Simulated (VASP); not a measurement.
CaSe:

```
Ca Se
1.0
     5.00568    0.00000    0.00000
    -2.50284    4.33504    0.00000
     0.00000    0.00000    5.87554
Ca Se
2 2
Cartesian
  0.0000 2.8900 1.4689
  2.5028 1.4450 4.4067
  2.5028 1.4450 1.4689
  0.0000 2.8900 4.4067
```

Base run:

```yaml
Program: VASP 6.6.1
Functional: PBE
Potentials_or_basis: VASP PAW PBE potentials, release 64 (Ca_sv, Se)
Cutoff: 500 eV
k_mesh: 6 × 6 × 4
Occupations: gaussian, width 0.01 eV
Spin: no spin polarisation
```

Its results: band gap on the k mesh 2.44 eV (least direct gap 2.57 eV); pressure 0.6 GPa.

Task: The run is repeated on the same cell with these changes: functional from PBE to r2SCAN; cutoff from 500 eV to 550 eV. What comes out?

Result: Band gap on the k mesh 2.89 eV (least direct gap 3.04 eV); pressure 0.2 GPa.

Caveats: the PAW data sets were made with another functional, which shifts forces and pressure a little (at least some runs).

A k mesh can miss the band edges.
